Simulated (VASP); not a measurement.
# Mg7CdO8 (P1) in VASP: single point with PBEsol

Aim: the single point of Mg7CdO8 with PBEsol.

Everything below comes from runs of VASP 6.6.1. Logs are shortened: lines on timing, memory, paths and dates and some standing lists are left out, and cuts for length are marked.

## Step 1: The cell of the first run

The typed cell holds 64 atoms: a = 8.582 Å, b = 8.582 Å, c = 8.582 Å, α = 90.00°, β = 90.00°, γ = 90.00°.

## Step 2: Single point, PBEsol

INCAR reads:

```
PREC = Accurate
ENCUT = 520
EDIFF = 1E-7
ISMEAR = -1
SIGMA = 0.05
LREAL = Auto
LASPH = True
NELM = 60
ALGO = Normal
ISIF = 2
LWAVE = False
LCHARG = False
GGA = PS
ISYM = 0
NBANDS = 186
```

KPOINTS reads:

```
Automatic mesh
0
Gamma
  1 1 1
  0.25 0.25 0.25
```

POSCAR reads:

```
Mg7CdO8
1.0
    8.5821636661      0.0000000000      0.0000000000
    0.0000000000      8.5821636661      0.0000000000
    0.0000000000      0.0000000000      8.5821636661
O Mg Cd
32 28 4
Direct
    0.2550900000      0.9992460000      0.0121130000
    0.2655970000      0.9983270000      0.4846900000
    0.2643650000      0.5001460000      0.0022410000
    0.2546130000      0.4996080000      0.4974770000
    0.7466420000      0.9992200000      0.0015530000
    0.7376360000      0.9987140000      0.4970170000
    0.7368400000      0.5001120000      0.0005160000
    0.7464990000      0.4996800000      0.4985740000
    0.0009160000      0.2378340000      0.9982960000
    0.0013780000      0.2604550000      0.5006570000
    0.0010350000      0.7616240000      0.9971060000
    0.0007610000      0.7378550000      0.5017220000
    0.5002290000      0.2482950000      0.9971040000
    0.5002880000      0.2504560000      0.5016570000
    0.4997390000      0.7516750000      0.9858260000
    0.5001670000      0.7482960000      0.5128450000
    0.9991060000      0.0014350000      0.2380290000
    0.9861230000      0.0001560000      0.7616330000
    0.9999960000      0.4974050000      0.2613170000
    0.9976160000      0.4986430000      0.7378800000
    0.5032540000      0.0129790000      0.2476700000
    0.5128820000      0.0021300000      0.7502590000
    0.5010470000      0.4865690000      0.2510840000
    0.5019270000      0.4977820000      0.7482740000
    0.2481120000      0.2511700000      0.2493540000
    0.2490900000      0.2623300000      0.7496510000
    0.2368000000      0.7468800000      0.2491410000
    0.2468190000      0.7361880000      0.7491800000
    0.7532180000      0.2501600000      0.2494920000
    0.7512690000      0.2515190000      0.7493940000
    0.7639240000      0.7490080000      0.2494810000
    0.7523720000      0.7475600000      0.7495090000
    0.9979140000      0.9997100000      0.0009310000
    0.0001640000      0.4991570000      0.4995000000
    0.5023850000      0.0018810000      0.9991310000
    0.5024540000      0.0019050000      0.4994400000
    0.5005940000      0.4972770000      0.9973500000
    0.5008200000      0.4973500000      0.5012860000
    0.2527860000      0.2495810000      0.0013350000
    0.2528720000      0.2539240000      0.4973470000
    0.2506740000      0.7494920000      0.9993900000
    0.2507680000      0.7447060000      0.4992390000
    0.7483290000      0.2477830000      0.9994180000
    0.7484330000      0.2515770000      0.4994180000
    0.7500870000      0.7515560000      0.9974730000
    0.7501870000      0.7472890000      0.5013070000
    0.2506990000      0.0020130000      0.2475220000
    0.2508230000      0.4973990000      0.2512610000
    0.2528610000      0.4992660000      0.7472420000
    0.7505350000      0.0018150000      0.2475820000
    0.7485880000      0.9997130000      0.7514000000
    0.7502590000      0.4973920000      0.2514930000
    0.7481880000      0.4992520000      0.7474030000
    0.0004200000      0.2496470000      0.2494170000
    0.9980730000      0.2519360000      0.7495610000
    0.0003600000      0.7493110000      0.2493910000
    0.9980060000      0.7467400000      0.7494760000
    0.5009170000      0.2497060000      0.2493490000
    0.5026800000      0.2514890000      0.7494360000
    0.5027960000      0.7472080000      0.7493730000
    0.0000710000      0.9991900000      0.4986190000
    0.0006220000      0.4996870000      0.9996250000
    0.2510550000      0.9992370000      0.7499510000
    0.5003600000      0.7498950000      0.2493270000
```

Potentials or basis: VASP PAW PBE potentials, release 64 (O, Mg, Cd).

Run with:

```console
cat potpaw_PBE.64/O/POTCAR potpaw_PBE.64/Mg/POTCAR potpaw_PBE.64/Cd/POTCAR > POTCAR
mpirun -np 1 vasp_std > vasp.out
```

OUTCAR:

```text
PREC = Accurate
   ENCUT = 520
   EDIFF = 1E-7
   ISMEAR = -1
   LREAL = Auto
   LASPH = True
   NELM = 60
   ISIF = 2
   GGA = PS
   ISYM = 0

 ion  position               nearest neighbor table
   1  0.255  0.999  0.012-  47 2.02  35 2.13  41 2.15  39 2.15  33 2.21  63 2.25
   2  0.266  0.998  0.485-  36 2.04  47 2.04  42 2.18  40 2.20  63 2.28  61 2.28
   3  0.264  0.500  0.002-  37 2.03  48 2.14  41 2.14  39 2.15  49 2.19  62 2.26
   4  0.255  0.500  0.497-  42 2.10  40 2.11  38 2.11  48 2.11  49 2.14  34 2.18
   5  0.747  0.999  0.002-  35 2.10  50 2.11  45 2.13  43 2.13  51 2.15  33 2.16
   6  0.738  0.999  0.497-  36 2.02  50 2.14  46 2.16  44 2.17  51 2.19  61 2.25
[... 76 lines left out ...]
  58  0.501  0.250  0.249-  21 2.03  23 2.03  13 2.16  29 2.17  14 2.17  25 2.17  40 3.01  39 3.01
                            52 3.02  43 3.02  50 3.02  44 3.02  48 3.02  36 3.02  47 3.02  35 3.02
  59  0.503  0.251  0.749-  24 2.11  13 2.13  14 2.13  30 2.13  22 2.14  26 2.18  53 2.99  37 3.00
                            38 3.00  43 3.01  44 3.01  49 3.02  51 3.02  35 3.03  36 3.03  39 3.05
  60  0.503  0.747  0.749-  15 2.03  16 2.03  24 2.14  32 2.14  22 2.19  28 2.20  53 2.99  45 3.01
                            46 3.01  49 3.02  37 3.02  38 3.02  51 3.02  41 3.05  42 3.05  63 3.06
  61  0.000  0.999  0.499-  17 2.24  10 2.24  12 2.24   6 2.25  18 2.26   2 2.28  56 3.03  54 3.03
                            50 3.04  47 3.04  46 3.05  63 3.05  57 3.05  55 3.06  44 3.06  51 3.06
  62  0.001  0.500  1.000-  19 2.25  20 2.25   9 2.25  11 2.25   3 2.26   7 2.26  57 3.02  55 3.02
                            56 3.03  54 3.03  41 3.03  48 3.05  52 3.05  39 3.05  45 3.05  43 3.06
  63  0.251  0.999  0.750-  22 2.25   1 2.25  28 2.26  26 2.26  18 2.28   2 2.28  41 3.03  35 3.04
                            39 3.04  36 3.05  61 3.05  60 3.06  59 3.06  33 3.06  42 3.07  57 3.07
  64  0.500  0.750  0.249-  21 2.26  23 2.26  15 2.26  16 2.26  31 2.26  27 2.26  42 3.03  41 3.03
                            45 3.04  47 3.05  46 3.05  48 3.05  50 3.05  36 3.05  35 3.05  52 3.05

IMPORTANT INFORMATION: All symmetrisations will be switched off!
NOSYMM: (Re-)initialisation of all symmetry stuff for point group C_1.

----------------------------------------------------------------------------------------

                                     Primitive cell

  volume of cell :     632.1067

  direct lattice vectors                    reciprocal lattice vectors
     8.582163666  0.000000000  0.000000000     0.116520733  0.000000000  0.000000000
     0.000000000  8.582163666  0.000000000     0.000000000  0.116520733  0.000000000
     0.000000000  0.000000000  8.582163666     0.000000000  0.000000000  0.116520733

  length of vectors
     8.582163666  8.582163666  8.582163666     0.116520733  0.116520733  0.116520733

  position of ions in fractional coordinates (direct lattice)
     0.255090000  0.999246000  0.012113000
     0.265597000  0.998327000  0.484690000
     0.264365000  0.500146000  0.002241000
     0.254613000  0.499608000  0.497477000
     0.746642000  0.999220000  0.001553000
     0.737636000  0.998714000  0.497017000
[... 56 lines left out ...]
     0.251055000  0.999237000  0.749951000
     0.500360000  0.749895000  0.249327000

  ion indices of the primitive-cell ions
   primitive index   ion index
                 1           1
                 2           2
                 3           3
                 4           4
                 5           5
                 6           6
[... 56 lines left out ...]
                63          63
                64          64

----------------------------------------------------------------------------------------

 KPOINTS: Automatic mesh

Automatic generation of k-mesh.
 Grid dimensions read from file:
 generate k-points for:    1    1    1

 Generating k-lattice:

  Cartesian coordinates                     Fractional coordinates (reciprocal lattice)
     0.116520733  0.000000000  0.000000000     1.000000000  0.000000000  0.000000000
     0.000000000  0.116520733  0.000000000     0.000000000  1.000000000  0.000000000
     0.000000000  0.000000000  0.116520733     0.000000000  0.000000000  1.000000000

  Length of vectors
     0.116520733  0.116520733  0.116520733

  Shift w.r.t. Gamma in fractional coordinates (k-lattice)
     0.250000000  0.250000000  0.250000000

 Subroutine IBZKPT returns following result:
 ===========================================

 Found      4 irreducible k-points:

 Following reciprocal coordinates:
            Coordinates               Weight
  0.250000  0.250000  0.250000      2.000000
 -0.250000  0.250000  0.250000      2.000000
 -0.250000 -0.250000  0.250000      2.000000
  0.250000 -0.250000  0.250000      2.000000
   k-points           NKPTS =      4   k-points in BZ     NKDIM =      4   number of bands    NBANDS=    186
   number of dos      NEDOS =    301   number of ions     NIONS =     64
   total plane-waves  NPLWV = 262144
   dimension x,y,z NGX =    64 NGY =   64 NGZ =   64
   dimension x,y,z NGXF=   128 NGYF=  128 NGZF=  128
   ions per type =              32  28   4
   NGX,Y,Z   is equivalent  to a cutoff of  12.40, 12.40, 12.40 a.u.
   NGXF,Y,Z  is equivalent  to a cutoff of  24.80, 24.80, 24.80 a.u.
 SYSTEM =  unknown system
   PREC   = accura    normal or accurate (medium, high low for compatibility)
   ISTART =      0    job   : 0-new  1-cont  2-samecut
   ICHARG =      2    charge: 1-file 2-atom 10-const
   ISPIN  =      1    spin polarized calculation?
   LNONCOLLINEAR =      F non collinear calculations
   LSORBIT =      F    spin-orbit coupling
   LASPH  =      T    aspherical Exc in radial PAW
   ENCUT  =  520.0 eV  38.22 Ry    6.18 a.u.  15.96 15.96 15.96*2*pi/ulx,y,z
   NELM   =     60;   NELMIN=  2; NELMDL= -5     # of ELM steps
   EDIFF  = 0.1E-06   stopping-criterion for ELM
   LREAL  =      T    real-space projection
   EDIFFG = 0.1E-05   stopping-criterion for IOM
   NSW    =      0    number of steps for IOM
   IBRION =     -1    ionic relax: 0-MD 1-quasi-New 2-CG
   NFREE  =      0    steps in history (QN), initial steepest desc. (CG)
   ISIF   =      2    stress and relaxation
   ISYM   =      0    0-nonsym 1-usesym 2-fastsym
   POTIM  = 0.5000    time-step for ionic-motion
   TEBEG  =    0.0;   TEEND  =   0.0 temperature during run
   PSTRESS=    0.0 pullay stress
   NELECT =     296.0000    total number of electrons
   NUPDOWN=      -1.0000    fix difference up-down
   EMIN   =  10.00;   EMAX   =-10.00  energy-range for DOS
   EFERMI =   0.00;   METHOD = LEGACY
   ISMEAR =    -1;   SIGMA  =   0.05  broadening in eV -4-tet -1-fermi 0-gaus
   EFERMI_NEDOS =   21; number of points for ismear=-14 and -15
   IALGO  =     38    algorithm
   IMIX   =      4    mixing-type and parameters
     AMIX     =   0.40;   BMIX     =  1.00
     AMIX_MAG =   1.60;   BMIX_MAG =  1.00
  volume/ion in A,a.u.               =       9.88        66.65
  Fermi-wavevector in a.u.,A,eV,Ry     =   1.271282  2.402375 21.989168  1.616158
  Thomas-Fermi vector in A             =   2.404224
   LORBIT       =      0    0 simple, 1 ext, 2 COOP (PROOUT), +10 PAW based schemes
   GGA     = PS    functional components
   LHFCALC =     F    Hartree Fock is set to
   AEXX    =    0.0000 exact exchange contribution
   IVDW    =     0    specifies the selected vdW correction
   LEPSILON=     F    determine dielectric tensor
   LRPA    =     F    only Hartree local field effects (RPA)
 non-spin polarized calculation
  energy-cutoff  :      520.00
  volume of cell :      632.11
 maximum number of plane-waves:     17022
   NGX = 31   NGY = 31   NGZ = 31

 number of electron     295.9999921 magnetization

 Free energy of the ion-electron system (eV)
  ---------------------------------------------------
  ext. energy  EPLUGINS =         0.00000000
  ---------------------------------------------------
  free energy    TOTEN  =      -381.85962745 eV

  energy without entropy =     -381.85962745  energy(sigma->0) =     -381.85962745

 E-fermi :   4.2427     XC(G=0): -11.3730

 val. band max:        3.0137319027   @ k =  -0.2500   0.2500   0.2500
 cond. band min:       7.1292303638   @ k =   0.2500  -0.2500   0.2500
 fundamental gap:      4.1154984610
 Fermi energy:         4.2427076347

 k-point     1 :       0.2500    0.2500    0.2500
  band No.  band energies     occupation
      1     -14.1911      2.00000
      2     -13.8434      2.00000
      3     -13.8336      2.00000
      4     -13.8295      2.00000
      5     -13.5514      2.00000
      6     -13.5396      2.00000
[... 152 lines left out ...]
    159      10.4272      0.00000
    160      10.5763      0.00000

 k-point     2 :      -0.2500    0.2500    0.2500
  band No.  band energies     occupation
      1     -14.1914      2.00000
      2     -13.8408      2.00000
      3     -13.8338      2.00000
      4     -13.8269      2.00000
      5     -13.5697      2.00000
      6     -13.5491      2.00000
[... 152 lines left out ...]
    159      10.4574      0.00000
    160      10.5456      0.00000

 k-point     3 :      -0.2500   -0.2500    0.2500
  band No.  band energies     occupation
      1     -14.1909      2.00000
      2     -13.8437      2.00000
      3     -13.8363      2.00000
      4     -13.8268      2.00000
      5     -13.5621      2.00000
      6     -13.5386      2.00000
[... 152 lines left out ...]
    159      10.4296      0.00000
    160      10.5234      0.00000

 k-point     4 :       0.2500   -0.2500    0.2500
  band No.  band energies     occupation
      1     -14.1909      2.00000
      2     -13.8452      2.00000
      3     -13.8345      2.00000
      4     -13.8284      2.00000
      5     -13.5489      2.00000
      6     -13.5407      2.00000
[... 152 lines left out ...]
    159      10.4178      0.00000
    160      10.5643      0.00000
 [bands above 160 left out]

------------------------ aborting loop because EDIFF is reached ----------------------------------------

  FORCE on cell =-STRESS in cart. coord.  units (eV):
  Direction    XX          YY          ZZ          XY          YZ          ZX
  --------------------------------------------------------------------------------------
  -------------------------------------------------------------------------------------
  Total       -0.2792037     -0.4873811     -0.4737981      0.2397282     -0.3641001     -0.3161668
  in kB       -0.7076872     -1.2353467     -1.2009184      0.6076302     -0.9228709     -0.8013762
  external PRESSURE =      -1.0479841 kB  Pullay stress =       0.0000000 kB

 VOLUME and BASIS-vectors are now :
 -----------------------------------------------------------------------------
  energy-cutoff  :      520.00
  volume of cell :      632.11
      direct lattice vectors                 reciprocal lattice vectors
     8.582163666  0.000000000  0.000000000     0.116520733  0.000000000  0.000000000
     0.000000000  8.582163666  0.000000000     0.000000000  0.116520733  0.000000000
     0.000000000  0.000000000  8.582163666     0.000000000  0.000000000  0.116520733

 POSITION                                       TOTAL-FORCE (eV/Angst)
 -----------------------------------------------------------------------------------
      2.18922      8.57569      0.10396        -0.006550     -0.017239      0.080653
      2.27940      8.56781      4.15969         0.090329      0.007574     -0.089337
      2.26882      4.29233      0.01923         0.081185     -0.010738     -0.013180
      2.18513      4.28772      4.26943        -0.000914      0.000208     -0.003972
      6.40780      8.57547      0.01333        -0.000269      0.002123      0.000640
      6.33051      8.57113      4.26548        -0.081756      0.009550      0.007534
[... 56 lines left out ...]
      2.15460      8.57562      6.43620        -0.002516     -0.000986     -0.002871
      4.29417      6.43572      2.13977        -0.000668      0.000907     -0.000709
 -----------------------------------------------------------------------------------
    total drift:                                0.007136     -0.014430     -0.016123

  FREE ENERGIE OF THE ION-ELECTRON SYSTEM (eV)
  ---------------------------------------------------
  free  energy   TOTEN  =      -381.8596274511 eV

  energy  without entropy=     -381.8596274511  energy(sigma->0) =     -381.85962745
```

Run time: 11 min. Hardware: 1 thread of Intel Xeon Platinum 8488C (Sapphire Rapids), shared host; peak memory 0.74 GiB.

Results:

```
Free energy            : -381.8596 eV
Pressure               : -0.1 GPa
Largest force          : 0.133 eV/Å
Band gap on the k mesh : 4.12 eV, indirect (the least direct gap lies 2.5 meV higher)
```

Forces in eV/Å, atoms in the order of the input:
```
O   -0.007 -0.017  0.081
O    0.090  0.008 -0.089
O    0.081 -0.011 -0.013
O   -0.001  0.000 -0.004
O    0.000  0.002  0.001
O   -0.082  0.010  0.008
O   -0.082  0.011  0.011
O    0.001  0.006  0.004
O    0.012 -0.084  0.011
O   -0.008  0.087 -0.008
O   -0.007  0.086 -0.013
O    0.008 -0.084  0.009
O    0.001  0.006  0.002
O   -0.006 -0.006 -0.008
O    0.009  0.009 -0.083
O   -0.011 -0.006  0.079
O    0.007  0.010 -0.086
O   -0.089  0.000  0.098
O   -0.009 -0.012  0.085
O    0.009  0.012 -0.083
O   -0.009  0.075 -0.012
O    0.083 -0.012 -0.011
O    0.006 -0.083  0.008
O    0.001  0.002  0.004
O    0.004 -0.001  0.004
O   -0.012  0.081 -0.008
O   -0.079  0.012  0.013
O    0.009 -0.078  0.015
O    0.001 -0.003 -0.001
O   -0.003 -0.007  0.004
O    0.085 -0.007 -0.008
O    0.001  0.001 -0.002
Mg  -0.006  0.000  0.006
Mg   0.000 -0.003 -0.002
Mg   0.005  0.005  0.001
Mg   0.004  0.007  0.003
Mg   0.000 -0.007 -0.005
Mg   0.000 -0.005  0.005
Mg   0.004  0.002  0.005
Mg   0.005  0.010 -0.004
Mg   0.003  0.001 -0.004
Mg   0.000 -0.010 -0.003
Mg  -0.008 -0.007  0.001
Mg  -0.007  0.006  0.000
Mg   0.000  0.005 -0.004
Mg   0.002 -0.007  0.006
Mg  -0.001  0.004 -0.004
Mg   0.000 -0.007  0.007
Mg   0.004 -0.001 -0.005
Mg   0.001  0.008 -0.006
Mg  -0.008  0.001  0.005
Mg   0.000 -0.004  0.005
Mg  -0.006  0.000 -0.006
Mg   0.001  0.000 -0.001
Mg  -0.006  0.006  0.000
Mg   0.001 -0.003 -0.001
Mg  -0.006 -0.008 -0.001
Mg   0.003 -0.001 -0.003
Mg   0.006  0.006  0.000
Mg   0.005 -0.005  0.000
Cd   0.003 -0.001  0.002
Cd   0.001  0.001 -0.001
Cd  -0.003 -0.001 -0.003
Cd  -0.001  0.001 -0.001
```

Stress tensor (GPa, compression positive):
```
-0.07  0.06 -0.08
 0.06 -0.12 -0.09
-0.08 -0.09 -0.12
```

Caveat: the k points lie up to 0.73 Å⁻¹ apart; the PAW data sets were made with another functional, which shifts forces and pressure a little. A k mesh can miss the band edges.
